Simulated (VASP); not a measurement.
Crystal: AlO.

```
CELL_PARAMETERS angstrom
2.50290 0.00000 0.00000
-1.25145 2.16757 0.00000
0.00000 0.00000 8.00928
ATOMIC_POSITIONS crystal
Al 0.00000 0.00000 0.75000
Al 0.00000 0.00000 0.25000
O 0.33333 0.66667 0.87000
O 0.66667 0.33333 0.13000
```

This cell differs from its parent crystal: atoms taken out.

- Program: VASP 6.6.1
- Task: relaxation of cell and atoms
- Functional: PBE
- Potentials or basis: VASP PAW PBE potentials, release 64 (Al, O)
- Cutoff: 600 eV
- k mesh: 6 × 6 × 2
- Occupations: gaussian, width 0.1 eV
- Spin: no spin polarisation

At the start: pressure 53.2 GPa; volume 10.86 Å³/atom.

How do energy, volume and symmetry change on relaxing?

Over 33 steps the energy falls by 1330.5 meV/atom and the volume is 13.68 Å³/atom (+25.9 %); space group P-3m1 (No. 164, to 0.1 Å) before and after.

The path:
| step | energy change (eV) | largest force (eV/Å) | pressure (GPa) | volume (Å³) |
| --- | --- | --- | --- | --- |
| 1 | 0.0000 | 1.5265 | 53.18 | 43.45 |
| 2 | -2.2456 | 3.2525 | -20.38 | 69.17 |
| 3 | -2.9300 | 3.2174 | -7.10 | 58.43 |
| 4 | -3.6292 | 1.5381 | -0.72 | 57.64 |
| 5 | -3.6352 | 1.2238 | -1.38 | 57.73 |
| 6 | -3.8269 | 1.3392 | -2.82 | 56.72 |
| 7 | -4.3977 | 1.5287 | -5.81 | 53.99 |
| 8 | -4.7515 | 1.1312 | -0.11 | 48.07 |
| 9 | -4.8140 | 1.4449 | -6.24 | 51.45 |
| 10 | -4.9523 | 0.7458 | -4.82 | 49.78 |
| 11 | -5.0435 | 0.1548 | 2.87 | 47.49 |
| 12 | -5.0449 | 0.1557 | 1.95 | 47.73 |
| 13 | -5.1345 | 0.1838 | 3.01 | 47.93 |
| 14 | -5.1560 | 0.7201 | 7.22 | 48.28 |
| 15 | -5.1851 | 0.5040 | 5.27 | 48.16 |
| 16 | -5.2227 | 0.6492 | -1.08 | 50.44 |
| 17 | -5.2236 | 0.5672 | -0.29 | 50.13 |
| 18 | -5.2446 | 0.4114 | -0.65 | 50.65 |
| 19 | -5.2706 | 0.3847 | -1.47 | 52.10 |
| 20 | -5.2886 | 0.2432 | 0.21 | 51.89 |
| 21 | -5.2944 | 0.1152 | 1.86 | 51.69 |
| 22 | -5.3040 | 0.2528 | 0.41 | 52.59 |
| 23 | -5.3041 | 0.2933 | 0.25 | 52.69 |
| 24 | -5.3135 | 0.1784 | -0.15 | 53.58 |
| 25 | -5.3149 | 0.1644 | -0.32 | 54.05 |
| 26 | -5.3176 | 0.1324 | 0.28 | 54.09 |
| 27 | -5.3179 | 0.1843 | 0.56 | 54.12 |
| 28 | -5.3197 | 0.1095 | 0.27 | 54.31 |
| 29 | -5.3203 | 0.0425 | 0.03 | 54.49 |
| 30 | -5.3208 | 0.0101 | -0.01 | 54.55 |
| 31 | -5.3215 | 0.0702 | -0.09 | 54.67 |
| 32 | -5.3220 | 0.0479 | 0.12 | 54.69 |
| 33 | -5.3222 | 0.0309 | 0.34 | 54.71 |

Final structure:
```
CELL_PARAMETERS angstrom
2.96341 0.00000 0.00000
-1.48170 2.56639 0.00000
0.00000 0.00000 7.19331
ATOMIC_POSITIONS crystal
Al 0.00000 0.00000 0.68300
Al 0.00000 0.00000 0.31700
O 0.33333 0.66667 0.77571
O 0.66667 0.33333 0.22429
```

Caveat: the k points lie up to 0.44 Å⁻¹ apart in the final cell; the cell differs from its parent crystal (atoms taken out); the volume moved by over 15 % at a fixed basis, so the end points are rough.
